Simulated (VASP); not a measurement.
Write the native input for VASP 6.6.1 that does the following.

```
Task                   : single point
Functional             : PBE
Potentials or basis    : VASP PAW PBE potentials, release 64 (Eu)
Cutoff                 : 520 eV
k mesh                 : 8 × 8 × 8
Occupations            : fermi-dirac, width 0.08 eV
Spin                   : collinear spin, ferromagnetic start
Starting moments       : [7.0, 7.0] μB
Dipole correction      : no
Further INCAR settings : ALGO = Normal; EDIFF = 1e-06; NBANDS = 28
```

The structure of Eu lies in POSCAR:

```
Eu
1.0
    0.0000000000      2.7893026914      2.7893026914
   -2.7893026914      2.7893026914      0.0000000000
   -2.7893026914     -2.7893026914      5.5786053828
Eu
2
Direct
    0.0000000000      0.0000000000      0.0000000000
    0.0000000000      0.5000000000      0.5000000000
```

The input as run:

INCAR

```
SYSTEM = Eu
PREC = Accurate ; ENCUT = 520
EDIFF = 1E-6 ; ISMEAR = -1
SIGMA = 0.08 ; LREAL = .False.
LASPH = .True. ; NELM = 150
ALGO = Normal ; ISIF = 2
LWAVE = .False. ; LCHARG = .False.
ISPIN = 2 ; MAGMOM = 7 7
LORBIT = 11 ; LMAXMIX = 6
GGA = PE ; NBANDS = 28
```

KPOINTS

```
Automatic mesh
0
Gamma
  8 8 8
  0 0 0
```

Potentials or basis: VASP PAW PBE potentials, release 64 (Eu).

The run is started by

```console
$ cat potpaw_PBE.64/Eu/POTCAR > POTCAR
$ mpirun -np 1 vasp_std > vasp.out
```

It gave:

```json
{"Pressure": "-0.9 GPa", "Net moment": "14.95 μB per cell", "Site moments": "Eu +6.72 μB", "Valence electrons inside the program's atomic spheres": "Eu 14.73"}
```

It took 8.1 min on 1 thread of Intel(R) Xeon(R) Platinum 8259CL CPU @ 2.50GHz (Skylake/Cascade Lake) (shared host), peak memory 0.42 GiB.
